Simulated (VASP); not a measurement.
# Si (Fd-3m) in VASP: a series of runs

The runs below take Si through single point, relaxation of cell and atoms, with r2SCAN.

Program: VASP 6.6.1. These are calculated values, not measurements. Logs are shortened: lines on timing, memory, paths and dates and some standing lists are left out, and cuts for length are marked.

## (1) The cell of the first run

The structure is cubic, space group Fd-3m (No. 227). The conventional cell has a = 5.444 Å, b = 5.444 Å, c = 5.444 Å, α = 90.00°, β = 90.00°, γ = 90.00°. Within 3.1 Å of Si (site symmetry -43m) lie 4 Si at 2.36 Å.

## (2) Single point, r2SCAN

File POSCAR:

```
Si
1.0
    0.0000000000      2.7221054793      2.7221054793
    2.7221054793      0.0000000000      2.7221054793
    2.7221054793      2.7221054793      0.0000000000
Si
2
Direct
    0.0000000000      0.0000000000      0.0000000000
    0.2500000000      0.2500000000      0.2500000000
```

File INCAR.step1:

```
  PREC = Accurate
  ENCUT = 520
  ISMEAR = 0
  SIGMA = 0.01
  LREAL = F
  LASPH = T
  NELM = 80
  NBANDS = 11
  GGA = PE
  ALGO = Normal
  EDIFF = 1E-4
  LWAVE = T
  LCHARG = F
```

File INCAR.step2:

```
  PREC = Accurate
  ENCUT = 520
  EDIFF = 1E-7
  ISMEAR = 0
  SIGMA = 0.01
  LREAL = F
  LASPH = T
  NELM = 80
  ALGO = Normal
  ISIF = 2
  LWAVE = F
  LCHARG = F
  METAGGA = R2SCAN
  LMIXTAU = T
  NBANDS = 11
  ISTART = 1
```

File KPOINTS:

```
Automatic mesh
0
Gamma
  10 10 10
```

Potentials or basis: VASP PAW PBE potentials, release 64 (Si).

The run is started by

```console
$ cat potpaw_PBE.64/Si/POTCAR > POTCAR
$ cp INCAR.step1 INCAR
$ mpirun -np 1 vasp_std > vasp.out
$ cp INCAR.step2 INCAR
$ mpirun -np 1 vasp_std > vasp.out
```

OUTCAR:

```text
PREC = Accurate
   ENCUT = 520
   EDIFF = 1E-7
   ISMEAR = 0
   LREAL = F
   LASPH = T
   NELM = 80
   ISIF = 2
   METAGGA = R2SCAN
   ISTART = 1

 ion  position               nearest neighbor table
   1  0.000  0.000  0.000-   2 2.36   2 2.36   2 2.36   2 2.36
   2  0.250  0.250  0.250-   1 2.36   1 2.36   1 2.36   1 2.36

  LATTYP: Found a face centered cubic cell.
 ALAT       =     5.4442109586

  Lattice vectors:

 A1 = (   0.0000000000,   2.7221054793,   2.7221054793)
 A2 = (   2.7221054793,   0.0000000000,   2.7221054793)
 A3 = (   2.7221054793,   2.7221054793,   0.0000000000)

Analysis of symmetry for initial positions (statically):
=====================================================================
 Subroutine PRICEL returns:
 Original cell was already a primitive cell.

 Routine SETGRP: Setting up the symmetry group for a
 face centered cubic supercell.

 Subroutine GETGRP returns: Found 48 space group operations
 (whereof 24 operations were pure point group operations)
 out of a pool of 48 trial point group operations.

The static configuration has the point symmetry T_d .
 The point group associated with its full space group is O_h .

Analysis of symmetry for dynamics (positions and initial velocities):
=====================================================================
 Subroutine PRICEL returns:
 Original cell was already a primitive cell.

 Routine SETGRP: Setting up the symmetry group for a
 face centered cubic supercell.

 Subroutine GETGRP returns: Found 48 space group operations
 (whereof 24 operations were pure point group operations)
 out of a pool of 48 trial point group operations.

The dynamic configuration has the point symmetry T_d .
 The point group associated with its full space group is O_h .

 Subroutine INISYM returns: Found 48 space group operations
 (whereof 24 operations are pure point group operations),
 and found     1 'primitive' translations

----------------------------------------------------------------------------------------

                                     Primitive cell

  volume of cell :      40.3408

  direct lattice vectors                    reciprocal lattice vectors
     0.000000000  2.722105479  2.722105479    -0.183681347  0.183681347  0.183681347
     2.722105479  0.000000000  2.722105479     0.183681347 -0.183681347  0.183681347
     2.722105479  2.722105479  0.000000000     0.183681347  0.183681347 -0.183681347

  length of vectors
     3.849638487  3.849638487  3.849638487     0.318145425  0.318145425  0.318145425

  position of ions in fractional coordinates (direct lattice)
     0.000000000  0.000000000  0.000000000
     0.250000000  0.250000000  0.250000000

  ion indices of the primitive-cell ions
   primitive index   ion index
                 1           1
                 2           2

----------------------------------------------------------------------------------------

 KPOINTS: Automatic mesh

Automatic generation of k-mesh.
 Grid dimensions read from file:
 generate k-points for:   10   10   10

 Generating k-lattice:

  Cartesian coordinates                     Fractional coordinates (reciprocal lattice)
    -0.018368135  0.018368135  0.018368135     0.100000000  0.000000000  0.000000000
     0.018368135 -0.018368135  0.018368135     0.000000000  0.100000000  0.000000000
     0.018368135  0.018368135 -0.018368135     0.000000000  0.000000000  0.100000000

  Length of vectors
     0.031814542  0.031814542  0.031814542

  Shift w.r.t. Gamma in fractional coordinates (k-lattice)
     0.000000000  0.000000000  0.000000000

 Subroutine IBZKPT returns following result:
 ===========================================

 Found     47 irreducible k-points:

 Following reciprocal coordinates:
            Coordinates               Weight
  0.000000  0.000000  0.000000      1.000000
  0.100000  0.000000  0.000000      8.000000
  0.200000  0.000000  0.000000      8.000000
  0.300000  0.000000  0.000000      8.000000
  0.400000  0.000000  0.000000      8.000000
  0.500000  0.000000  0.000000      4.000000
[... 16 lines left out ...]
  0.300000  0.300000  0.000000      6.000000
  0.400000  0.300000  0.000000     24.000000
 [... further k-points ...]
   k-points           NKPTS =     47   k-points in BZ     NKDIM =     47   number of bands    NBANDS=     11
   number of dos      NEDOS =    301   number of ions     NIONS =      2
   total plane-waves  NPLWV =  27000
   dimension x,y,z NGX =    30 NGY =   30 NGZ =   30
   dimension x,y,z NGXF=    60 NGYF=   60 NGZF=   60
   ions per type =               2
   NGX,Y,Z   is equivalent  to a cutoff of  12.96, 12.96, 12.96 a.u.
   NGXF,Y,Z  is equivalent  to a cutoff of  25.91, 25.91, 25.91 a.u.
 SYSTEM =  unknown system
   PREC   = accura    normal or accurate (medium, high low for compatibility)
   ISTART =      1    job   : 0-new  1-cont  2-samecut
   ICHARG =      0    charge: 1-file 2-atom 10-const
   ISPIN  =      1    spin polarized calculation?
   LNONCOLLINEAR =      F non collinear calculations
   LSORBIT =      F    spin-orbit coupling
   LASPH  =      T    aspherical Exc in radial PAW
   ENCUT  =  520.0 eV  38.22 Ry    6.18 a.u.   7.16  7.16  7.16*2*pi/ulx,y,z
   NELM   =     80;   NELMIN=  2; NELMDL=  0     # of ELM steps
   EDIFF  = 0.1E-06   stopping-criterion for ELM
   LREAL  =      F    real-space projection
   EDIFFG = 0.1E-05   stopping-criterion for IOM
   NSW    =      0    number of steps for IOM
   IBRION =     -1    ionic relax: 0-MD 1-quasi-New 2-CG
   NFREE  =      0    steps in history (QN), initial steepest desc. (CG)
   ISIF   =      2    stress and relaxation
   ISYM   =      2    0-nonsym 1-usesym 2-fastsym
   POTIM  = 0.5000    time-step for ionic-motion
   TEBEG  =    0.0;   TEEND  =   0.0 temperature during run
   PSTRESS=    0.0 pullay stress
   NELECT =       8.0000    total number of electrons
   NUPDOWN=      -1.0000    fix difference up-down
   EMIN   =  10.00;   EMAX   =-10.00  energy-range for DOS
   EFERMI =   0.00;   METHOD = LEGACY
   ISMEAR =     0;   SIGMA  =   0.01  broadening in eV -4-tet -1-fermi 0-gaus
   EFERMI_NEDOS =   21; number of points for ismear=-14 and -15
   IALGO  =     38    algorithm
   IMIX   =      4    mixing-type and parameters
     AMIX     =   0.40;   BMIX     =  1.00
     AMIX_MAG =   1.60;   BMIX_MAG =  1.00
  volume/ion in A,a.u.               =      20.17       136.12
  Fermi-wavevector in a.u.,A,eV,Ry     =   0.954677  1.804078 12.400466  0.911409
  Thomas-Fermi vector in A             =   2.083446
   LORBIT       =      0    0 simple, 1 ext, 2 COOP (PROOUT), +10 PAW based schemes
   METAGGA = R2SCAN    functional components
   LHFCALC =     F    Hartree Fock is set to
   AEXX    =    0.0000 exact exchange contribution
   IVDW    =     0    specifies the selected vdW correction
   LEPSILON=     F    determine dielectric tensor
   LRPA    =     F    only Hartree local field effects (RPA)
 non-spin polarized calculation
 Gauss-broadening in eV      SIGMA  =   0.01
  energy-cutoff  :      520.00
  volume of cell :       40.34
 maximum number of plane-waves:      1106
 NGX is ok and might be reduce to    30
   NGX = 15   NGY = 15   NGZ = 15

 number of electron       8.0000001 magnetization

 Free energy of the ion-electron system (eV)
  ---------------------------------------------------
  ext. energy  EPLUGINS =         0.00000000
  ---------------------------------------------------
  free energy    TOTEN  =       -17.54983584 eV

  energy without entropy =      -17.54983584  energy(sigma->0) =      -17.54983584

 E-fermi :   5.7957     XC(G=0):  -9.8256

 val. band max:        5.6621647394   @ k =   0.0000   0.0000   0.0000
 cond. band min:       6.4550812229   @ k =   0.4000   0.4000   0.0000
 fundamental gap:      0.7929164835
 Fermi energy:         5.7956755356

 k-point     1 :       0.0000    0.0000    0.0000
  band No.  band energies     occupation
      1      -6.8113      2.00000
      2       5.6622      2.00000
      3       5.6622      2.00000
      4       5.6622      2.00000
      5       8.4172      0.00000
      6       8.4172      0.00000
      7       8.4172      0.00000
      8       9.5594      0.00000
      9      13.7854      0.00000
     10      13.7854      0.00000
     11      14.3313      0.00000

 k-point     2 :       0.1000    0.0000    0.0000
  band No.  band energies     occupation
      1      -6.6743      2.00000
      2       4.4973      2.00000
      3       5.4543      2.00000
      4       5.4543      2.00000
      5       8.4990      0.00000
      6       8.7243      0.00000
      7       8.7243      0.00000
      8      10.4465      0.00000
      9      13.4344      0.00000
     10      13.4344      0.00000
     11      14.8695      0.00000

 k-point     3 :       0.2000    0.0000    0.0000
  band No.  band energies     occupation
      1      -6.2701      2.00000
      2       2.5638      2.00000
      3       5.0531      2.00000
      4       5.0531      2.00000
      5       8.1896      0.00000
      6       9.2620      0.00000
      7       9.2620      0.00000
      8      12.2564      0.00000
      9      13.1278      0.00000
     10      13.1278      0.00000
     11      15.5100      0.00000
[... 267 lines left out ...]
 k-point    23 :       0.3000    0.3000    0.0000
  band No.  band energies     occupation
      1      -5.1900      2.00000
      2       1.1019      2.00000
      3       3.3256      2.00000
      4       3.3256      2.00000
      5       6.7332      0.00000
      6       8.3692      0.00000
      7      12.7474      0.00000
      8      12.7474      0.00000
      9      15.4874      0.00000
     10      15.6240      0.00000
     11      18.9368      0.00000

 k-point    24 :       0.4000    0.3000    0.0000
  band No.  band energies     occupation
      1      -4.5486      2.00000
      2       0.0437      2.00000
      3       2.6900      2.00000
      4       3.1096      2.00000
      5       6.9304      0.00000
      6       8.1856      0.00000
      7      13.0972      0.00000
      8      13.1879      0.00000
      9      16.7067      0.00000
     10      17.1975      0.00000
     11      18.5887      0.00000

 [... further k-points ...]

------------------------ aborting loop because EDIFF is reached ----------------------------------------

  FORCE on cell =-STRESS in cart. coord.  units (eV):
  Direction    XX          YY          ZZ          XY          YZ          ZX
  --------------------------------------------------------------------------------------
  -------------------------------------------------------------------------------------
  Total       -0.0610235     -0.0610235     -0.0610235      0.0000000      0.0000000     -0.0000000
  in kB       -2.4236109     -2.4236109     -2.4236109      0.0000000      0.0000000     -0.0000000
  external PRESSURE =      -2.4236109 kB  Pullay stress =       0.0000000 kB

 VOLUME and BASIS-vectors are now :
 -----------------------------------------------------------------------------
  energy-cutoff  :      520.00
  volume of cell :       40.34
      direct lattice vectors                 reciprocal lattice vectors
     0.000000000  2.722105479  2.722105479    -0.183681347  0.183681347  0.183681347
     2.722105479  0.000000000  2.722105479     0.183681347 -0.183681347  0.183681347
     2.722105479  2.722105479  0.000000000     0.183681347  0.183681347 -0.183681347

 POSITION                                       TOTAL-FORCE (eV/Angst)
 -----------------------------------------------------------------------------------
      0.00000      0.00000      0.00000         0.000000     -0.000000      0.000000
      1.36105      1.36105      1.36105        -0.000000      0.000000     -0.000000
 -----------------------------------------------------------------------------------
    total drift:                               -0.000000     -0.000000     -0.000000

  FREE ENERGIE OF THE ION-ELECTRON SYSTEM (eV)
  ---------------------------------------------------
  free  energy   TOTEN  =       -17.5498358424 eV

  energy  without entropy=      -17.5498358424  energy(sigma->0) =      -17.54983584
```

Wall time 78 s (1 thread of AMD EPYC 7R13 (Zen 3), shared host); peak memory 0.13 GiB.

What came out:

| Item | Value |
| --- | --- |
| Free energy | -17.5498 eV |
| Pressure | -0.2 GPa |
| Band gap on the k mesh | 0.79 eV (least direct gap 2.75 eV) |

Caveat: semilocal functionals underestimate gaps, and a narrow one can read as zero; the PAW data sets were made with another functional, which shifts forces and pressure a little.

## (3) Relaxation of cell and atoms, r2SCAN

This run uses another cell than the first one, of 20.02 Å³/atom.

File POSCAR:

```
Si
1.0
    0.0000000000      2.7155000000      2.7155000000
    2.7155000000      0.0000000000      2.7155000000
    2.7155000000      2.7155000000      0.0000000000
Si
2
Direct
    0.0000000000      0.0000000000      0.0000000000
    0.2500000000      0.2500000000      0.2500000000
```

File INCAR.step1:

```
  PREC = Accurate
  ENCUT = 600
  ISMEAR = 0
  SIGMA = 0.01
  LREAL = F
  LASPH = T
  NELM = 60
  GGA = PE
  ALGO = Normal
  EDIFF = 1E-4
  LWAVE = T
  LCHARG = F
```

File INCAR.step2:

```
  PREC = Accurate
  ENCUT = 600
  EDIFF = 1E-6
  ISMEAR = 0
  SIGMA = 0.01
  LREAL = F
  LASPH = T
  NELM = 60
  ALGO = Normal
  ISIF = 3
  LWAVE = F
  LCHARG = F
  METAGGA = R2SCAN
  LMIXTAU = T
  IBRION = 2
  NSW = 80
  EDIFFG = -0.002
  ISTART = 1
```

KPOINTS is that of step 2.

Potentials or basis: VASP PAW PBE potentials, release 64 (Si).

The run is started by

```console
$ cat potpaw_PBE.64/Si/POTCAR > POTCAR
$ cp INCAR.step1 INCAR
$ mpirun -np 1 vasp_std > vasp.out
$ cp INCAR.step2 INCAR
$ mpirun -np 1 vasp_std > vasp.out
```

Run time: 2.5 min. Hardware: 1 thread of AMD EPYC 7R13 (Zen 3), shared host; peak memory 0.15 GiB.

The run converged. Its results:

| Property | Result |
| --- | --- |
| Free energy | -17.5496 eV |
| Relaxed volume | 20.12 Å³/atom |
| Relaxed cell | a = 3.846 Å, b = 3.846 Å, c = 3.846 Å, α = 60.00°, β = 60.00°, γ = 60.00° |
| Space group after relaxing (to 0.1 Å) | Fd-3m (No. 227) |
| Energy gained by relaxing | 0.1 meV/atom |
| Ionic steps | 3 |
| Pressure after relaxing | 0.0 GPa |
| Band gap on the k mesh | 0.79 eV (least direct gap 2.76 eV) |

Step by step:
| step | energy change (eV) | largest force (eV/Å) | pressure (GPa) | volume (Å³) |
| --- | --- | --- | --- | --- |
| 1 | 0.0000 | 0.0000 | 0.48 | 40.05 |
| 2 | -0.0001 | 0.0000 | -0.36 | 40.40 |
| 3 | -0.0003 | 0.0000 | 0.00 | 40.24 |

Final structure:
```xyz
2
Lattice="0.0000 2.7199 2.7199 2.7199 0.0000 2.7199 2.7199 2.7199 0.0000" Properties=species:S:1:pos:R:3 pbc="T T T"
Si    0.0000    0.0000    0.0000
Si    1.3599    1.3599    1.3599
```

Levels at points of the mesh, in eV from the valence-band top:
```tsv
k point	band 1	band 2	band 3	band 4	band 5	band 6	band 7	band 8
(0.00, 0.00, 0.00)	-12.49	0.00	0.00	0.00	2.76	2.76	2.76	3.93
(0.50, 0.00, 0.00)	-10.05	-7.24	-1.27	-1.27	1.87	3.59	3.59	8.33
(0.50, 0.50, 0.00)	-8.14	-8.14	-3.00	-3.00	0.93	0.93	10.84	10.84
```

Caveat: semilocal functionals underestimate gaps, and a narrow one can read as zero; the PAW data sets were made with another functional, which shifts forces and pressure a little.
